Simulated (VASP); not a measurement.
# Ge (I4_1/amd) in VASP: further runs, part 2 of 3

VASP 6.6.1.

## Step 4: Single point, PBE

File INCAR:

```
SYSTEM = Ge
PREC     = Accurate       ! precision mode
ENCUT    = 520            ! plane-wave cutoff, eV
EDIFF    = 1E-6           ! SCF threshold, eV
ISMEAR   = -1             ! smearing method
SIGMA    = 0.02           ! smearing width, eV
LREAL    = .FALSE.        ! projectors in reciprocal space
LASPH    = .TRUE.         ! aspherical terms in the spheres
NELM     = 60             ! most SCF steps
ALGO     = Normal         ! electronic algorithm
ISIF     = 2              ! what is computed and relaxed
LWAVE    = .FALSE.        ! write WAVECAR
LCHARG   = .FALSE.        ! write CHGCAR
GGA      = PE             ! functional
NBANDS   = 21             ! bands
```

File KPOINTS:

```
regular mesh
0
G
  6 6 6
  0 0 0
```

File POSCAR:

```
Ge
1.0
   -2.5744897190      2.5744897190      1.3974126432
    2.5744897190     -2.5744897190      1.3974126432
    2.5744897190      2.5744897190     -1.3974126432
Ge
2
Direct
    0.5000000000      0.5000000000      0.0000000000
    0.2500000000      0.7500000000      0.5000000000
```

Potentials or basis: VASP PAW PBE potentials, release 64 (Ge_d).

On the command line:

```sh
cat potpaw_PBE.64/Ge_d/POTCAR > POTCAR
mpirun -np 1 vasp_std > vasp.out
```

OUTCAR:

```text
SYSTEM = Ge
   PREC = Accurate
   ENCUT = 520
   EDIFF = 1E-6
   ISMEAR = -1
   LREAL = .FALSE.
   LASPH = .TRUE.
   NELM = 60
   ISIF = 2
   GGA = PE

 ion  position               nearest neighbor table
   1  0.500  0.500  0.000-   2 2.67   2 2.67   2 2.67   2 2.67
   2  0.250  0.750  0.500-   1 2.67   1 2.67   1 2.67   1 2.67

  LATTYP: Found a body centered tetragonal cell.
 ALAT       =     5.1489794380
 C/A-ratio  =     0.5427920853

  Lattice vectors:

 A1 = (  -2.5744897190,   2.5744897190,   1.3974126432)
 A2 = (   2.5744897190,  -2.5744897190,   1.3974126432)
 A3 = (   2.5744897190,   2.5744897190,  -1.3974126432)

Analysis of symmetry for initial positions (statically):
=====================================================================
 Subroutine PRICEL returns:
 Original cell was already a primitive cell.

 Routine SETGRP: Setting up the symmetry group for a
 body centered tetragonal supercell.

 Subroutine GETGRP returns: Found 16 space group operations
 (whereof  8 operations were pure point group operations)
 out of a pool of 16 trial point group operations.

The static configuration has the point symmetry D_2d.
 The point group associated with its full space group is D_4h.

Analysis of symmetry for dynamics (positions and initial velocities):
=====================================================================
 Subroutine PRICEL returns:
 Original cell was already a primitive cell.

 Routine SETGRP: Setting up the symmetry group for a
 body centered tetragonal supercell.

 Subroutine GETGRP returns: Found 16 space group operations
 (whereof  8 operations were pure point group operations)
 out of a pool of 16 trial point group operations.

The dynamic configuration has the point symmetry D_2d.
 The point group associated with its full space group is D_4h.

 Subroutine INISYM returns: Found 16 space group operations
 (whereof  8 operations are pure point group operations),
 and found     1 'primitive' translations

----------------------------------------------------------------------------------------

                                     Primitive cell

  volume of cell :      37.0482

  direct lattice vectors                    reciprocal lattice vectors
    -2.574489719  2.574489719  1.397412643     0.000000000  0.194213244  0.357804119
     2.574489719 -2.574489719  1.397412643     0.194213244  0.000000000  0.357804119
     2.574489719  2.574489719 -1.397412643     0.194213244  0.194213244  0.000000000

  length of vectors
     3.899840602  3.899840602  3.899840602     0.407114937  0.407114937  0.274659004

  position of ions in fractional coordinates (direct lattice)
     0.500000000  0.500000000  0.000000000
     0.250000000  0.750000000  0.500000000

  ion indices of the primitive-cell ions
   primitive index   ion index
                 1           1
                 2           2

----------------------------------------------------------------------------------------

 KPOINTS: regular mesh

Automatic generation of k-mesh.
 Grid dimensions read from file:
 generate k-points for:    6    6    6

 Generating k-lattice:

  Cartesian coordinates                     Fractional coordinates (reciprocal lattice)
     0.000000000  0.032368874  0.059634020     0.166666667  0.000000000  0.000000000
     0.032368874  0.000000000  0.059634020     0.000000000  0.166666667  0.000000000
     0.032368874  0.032368874  0.000000000     0.000000000  0.000000000  0.166666667

  Length of vectors
     0.067852489  0.067852489  0.045776501

  Shift w.r.t. Gamma in fractional coordinates (k-lattice)
     0.000000000  0.000000000  0.000000000

 Subroutine IBZKPT returns following result:
 ===========================================

 Found     30 irreducible k-points:

 Following reciprocal coordinates:
            Coordinates               Weight
  0.000000  0.000000  0.000000      1.000000
  0.166667  0.000000 -0.000000      8.000000
  0.333333 -0.000000  0.000000      8.000000
  0.500000  0.000000 -0.000000      4.000000
  0.166667  0.166667 -0.000000      8.000000
  0.333333  0.166667  0.000000     16.000000
[... 16 lines left out ...]
 -0.333333 -0.333333  0.166667      8.000000
 -0.166667 -0.333333  0.166667      8.000000
 [... further k-points ...]
   k-points           NKPTS =     30   k-points in BZ     NKDIM =     30   number of bands    NBANDS=     21
   number of dos      NEDOS =    301   number of ions     NIONS =      2
   total plane-waves  NPLWV =  27000
   dimension x,y,z NGX =    30 NGY =   30 NGZ =   30
   dimension x,y,z NGXF=    60 NGYF=   60 NGZF=   60
   ions per type =               2
   NGX,Y,Z   is equivalent  to a cutoff of  12.79, 12.79, 12.79 a.u.
   NGXF,Y,Z  is equivalent  to a cutoff of  25.58, 25.58, 25.58 a.u.
 SYSTEM =  Ge
   PREC   = accura    normal or accurate (medium, high low for compatibility)
   ISTART =      0    job   : 0-new  1-cont  2-samecut
   ICHARG =      2    charge: 1-file 2-atom 10-const
   ISPIN  =      1    spin polarized calculation?
   LNONCOLLINEAR =      F non collinear calculations
   LSORBIT =      F    spin-orbit coupling
   LASPH  =      T    aspherical Exc in radial PAW
   ENCUT  =  520.0 eV  38.22 Ry    6.18 a.u.   7.25  7.25  7.25*2*pi/ulx,y,z
   NELM   =     60;   NELMIN=  2; NELMDL= -5     # of ELM steps
   EDIFF  = 0.1E-05   stopping-criterion for ELM
   LREAL  =      F    real-space projection
   EDIFFG = 0.1E-04   stopping-criterion for IOM
   NSW    =      0    number of steps for IOM
   IBRION =     -1    ionic relax: 0-MD 1-quasi-New 2-CG
   NFREE  =      0    steps in history (QN), initial steepest desc. (CG)
   ISIF   =      2    stress and relaxation
   ISYM   =      2    0-nonsym 1-usesym 2-fastsym
   POTIM  = 0.5000    time-step for ionic-motion
   TEBEG  =    0.0;   TEEND  =   0.0 temperature during run
   PSTRESS=    0.0 pullay stress
   NELECT =      28.0000    total number of electrons
   NUPDOWN=      -1.0000    fix difference up-down
   EMIN   =  10.00;   EMAX   =-10.00  energy-range for DOS
   EFERMI =   0.00;   METHOD = LEGACY
   ISMEAR =    -1;   SIGMA  =   0.02  broadening in eV -4-tet -1-fermi 0-gaus
   EFERMI_NEDOS =   21; number of points for ismear=-14 and -15
   IALGO  =     38    algorithm
   IMIX   =      4    mixing-type and parameters
     AMIX     =   0.40;   BMIX     =  1.00
     AMIX_MAG =   1.60;   BMIX_MAG =  1.00
  volume/ion in A,a.u.               =      18.52       125.01
  Fermi-wavevector in a.u.,A,eV,Ry     =   1.491209  2.817976 30.255333  2.223704
  Thomas-Fermi vector in A             =   2.603893
   LORBIT       =      0    0 simple, 1 ext, 2 COOP (PROOUT), +10 PAW based schemes
   GGA     = PE    functional components
   LHFCALC =     F    Hartree Fock is set to
   AEXX    =    0.0000 exact exchange contribution
   IVDW    =     0    specifies the selected vdW correction
   LEPSILON=     F    determine dielectric tensor
   LRPA    =     F    only Hartree local field effects (RPA)
 non-spin polarized calculation
  energy-cutoff  :      520.00
  volume of cell :       37.05
 maximum number of plane-waves:      1029
 NGX is ok and might be reduce to    30
   NGX = 15   NGY = 15   NGZ = 15

 number of electron      28.0000028 magnetization

 Free energy of the ion-electron system (eV)
  ---------------------------------------------------
  ext. energy  EPLUGINS =         0.00000000
  ---------------------------------------------------
  free energy    TOTEN  =        -8.54688545 eV

  energy without entropy =       -8.54568510  energy(sigma->0) =       -8.54628528

 E-fermi :   6.9766     XC(G=0): -11.3195

 val. band max:        6.9447492928   @ k =  -0.1667  -0.1667   0.1667
 cond. band min:       6.9957464617   @ k =  -0.1667   0.3333   0.1667
 fundamental gap:      0.0509971689
 Fermi energy:         6.9766005617

 k-point     1 :       0.0000    0.0000    0.0000
  band No.  band energies     occupation
      1     -17.9526      2.00000
      2     -17.9194      2.00000
      3     -17.8874      2.00000
      4     -17.8772      2.00000
      5     -17.7790      2.00000
      6     -17.7790      2.00000
[... 13 lines left out ...]
     20      18.3571      0.00000
     21      19.3273      0.00000

 k-point     2 :       0.1667    0.0000   -0.0000
  band No.  band energies     occupation
      1     -17.9422      2.00000
      2     -17.8861      2.00000
      3     -17.8640      2.00000
      4     -17.8494      2.00000
      5     -17.8017      2.00000
      6     -17.7919      2.00000
[... 520 lines left out ...]
 k-point    24 :      -0.1667   -0.3333    0.1667
  band No.  band energies     occupation
      1     -17.9130      2.00000
      2     -17.8604      2.00000
      3     -17.8508      2.00000
      4     -17.8233      2.00000
      5     -17.8217      2.00000
      6     -17.8111      2.00000
[... 13 lines left out ...]
     20      17.8635      0.00000
     21      20.0071      0.00000

 [... further k-points ...]
[... 5 lines left out ...]
  --------------------------------------------------------------------------------------
  -------------------------------------------------------------------------------------
  Total        0.7680556      0.7680556      0.3972304      0.0000000      0.0000000     -0.0000000
  in kB       33.2151521     33.2151521     17.1785323      0.0000000      0.0000000     -0.0000000
  external PRESSURE =      27.8696122 kB  Pullay stress =       0.0000000 kB

 VOLUME and BASIS-vectors are now :
 -----------------------------------------------------------------------------
  energy-cutoff  :      520.00
  volume of cell :       37.05
      direct lattice vectors                 reciprocal lattice vectors
    -2.574489719  2.574489719  1.397412643     0.000000000  0.194213244  0.357804119
     2.574489719 -2.574489719  1.397412643     0.194213244  0.000000000  0.357804119
     2.574489719  2.574489719 -1.397412643     0.194213244  0.194213244  0.000000000

 POSITION                                       TOTAL-FORCE (eV/Angst)
 -----------------------------------------------------------------------------------
      0.00000      0.00000      1.39741         0.000000     -0.000000     -0.000000
      2.57449      0.00000      0.69871        -0.000000      0.000000      0.000000
 -----------------------------------------------------------------------------------
    total drift:                                0.000000     -0.000000      0.000000

  FREE ENERGIE OF THE ION-ELECTRON SYSTEM (eV)
  ---------------------------------------------------
  free  energy   TOTEN  =        -8.5468854538 eV

  energy  without entropy=       -8.5456851030  energy(sigma->0) =       -8.54628528
```

Wall time 18 s (1 thread of Intel Xeon Platinum 8488C (Sapphire Rapids), shared host); peak memory 0.17 GiB.

What came out:

- Free energy: -8.5469 eV
- Pressure: 2.8 GPa
- Band gap on the k mesh: zero (band 14 reaches 8.09 eV, above the bottom of band 15 at 3.29 eV)

Caveat: the k points lie up to 0.43 Å⁻¹ apart.

## Step 5: Single point, PBEsol

File INCAR:

```
SYSTEM = Ge
PREC     = Accurate       ! precision mode
ENCUT    = 520            ! plane-wave cutoff, eV
EDIFF    = 1E-6           ! SCF threshold, eV
ISMEAR   = -1             ! smearing method
SIGMA    = 0.05           ! smearing width, eV
LREAL    = .False.        ! projectors in reciprocal space
LASPH    = .True.         ! aspherical terms in the spheres
NELM     = 100            ! most SCF steps
ALGO     = Normal         ! electronic algorithm
ISIF     = 2              ! what is computed and relaxed
LWAVE    = .False.        ! write WAVECAR
LCHARG   = .False.        ! write CHGCAR
GGA      = PS             ! functional
NBANDS   = 21             ! bands
```

File KPOINTS:

```
Automatic mesh
0
Gamma
  8 8 8
  0 0 0
```

POSCAR is that of step 4.

On the command line:

```sh
cat potpaw_PBE.64/Ge_d/POTCAR > POTCAR
mpirun -np 1 vasp_std > vasp.out
```

Run time: 32 s. Hardware: 1 thread of Intel Xeon Platinum 8488C (Sapphire Rapids), shared host; peak memory 0.18 GiB.

It converged, with:

```
Free energy            : -9.5197 eV
Pressure               : -0.8 GPa
Band gap on the k mesh : zero (band 14 reaches 8.62 eV, above the bottom of band 15 at 4.10 eV)
```

Stress tensor (GPa, compression positive):
```
-2.37  0.00  0.00
 0.00 -2.37  0.00
 0.00  0.00  2.31
```

Levels at points of the mesh, in eV from the Fermi level:
| k point | band 10 | band 11 | band 12 | band 13 | band 14 | band 15 | band 16 | band 17 | band 18 | band 19 |
| --- | --- | --- | --- | --- | --- | --- | --- | --- | --- | --- |
| (0.00, 0.00, 0.00) | -24.31 | -13.27 | -4.02 | -2.30 | -2.30 | 3.29 | 7.63 | 7.63 | 8.20 | 8.41 |
| (0.50, 0.00, 0.00) | -24.35 | -8.00 | -6.35 | -2.59 | -1.96 | -1.31 | 2.51 | 3.61 | 5.56 | 8.84 |
| (0.50, 0.50, 0.00) | -24.39 | -10.52 | -10.52 | 0.66 | 0.66 | 1.95 | 1.95 | 7.58 | 7.58 | 11.47 |
| (0.50, 0.50, 0.50) | -24.43 | -8.83 | -8.83 | -5.88 | -5.88 | 6.21 | 6.21 | 11.06 | 11.06 | 15.50 |

Caveat: the PAW data sets were made with another functional, which shifts forces and pressure a little.

(Part 2 of 3 ends here.)
